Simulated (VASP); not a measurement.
Write the native input for VASP 6.6.1 that does the following.

- Task: relaxation of cell and atoms
- Functional: LDA
- Potentials or basis: VASP PAW LDA potentials, release 64 (Al)
- Cutoff: 500 eV
- k mesh: 16 × 16 × 16
- Occupations: fermi-dirac, width 0.05 eV
- Spin: no spin polarisation
- Dipole correction: no
- Further INCAR settings: ALGO = Normal; EDIFF = 1e-07; IBRION = 2; EDIFFG = -0.002; NSW = 100; ISIF = 3

The structure of Al lies in POSCAR:

```
Al
1.0
    0.0000000000      2.0248050000      2.0248050000
    2.0248050000      0.0000000000      2.0248050000
    2.0248050000      2.0248050000      0.0000000000
Al
1
Direct
    0.0000000000      0.0000000000      0.0000000000
```

One way to write it, as run:

INCAR

```
SYSTEM = Al
  PREC = Accurate
  ENCUT = 500
  EDIFF = 1E-7
  ISMEAR = -1
  SIGMA = 0.05
  LREAL = .FALSE.
  LASPH = .TRUE.
  NELM = 120
  ALGO = Normal
  ISIF = 3
  LWAVE = .FALSE.
  LCHARG = .FALSE.
  GGA = CA
  IBRION = 2
  NSW = 100
  EDIFFG = -0.002
  GGA_COMPAT = .FALSE.
  NELMIN = 4
```

KPOINTS

```
regular mesh
0
G
  16 16 16
  0 0 0
```

Potentials or basis: VASP PAW LDA potentials, release 64 (Al).

Command:

```bash
$ cat potpaw_LDA.64/Al/POTCAR > POTCAR
$ mpirun -np 1 vasp_std > vasp.out
```

Results of the run:

```yaml
Relaxed_volume: 15.81 Å³/atom
Relaxed_cell: a = 2.817 Å, b = 2.817 Å, c = 2.817 Å, α = 60.00°, β = 60.00°, γ = 60.00°
Space_group_after_relaxing_to_0.05_Å: Fm-3m (No. 225)
Energy_gained_by_relaxing: 9.5 meV/atom
Ionic_steps: 3
Pressure_after_relaxing: 0.0 GPa
```

Run time: 8.7 s on 1 thread of Intel Xeon 6975P-C, on a shared host, peak memory 0.13 GiB.
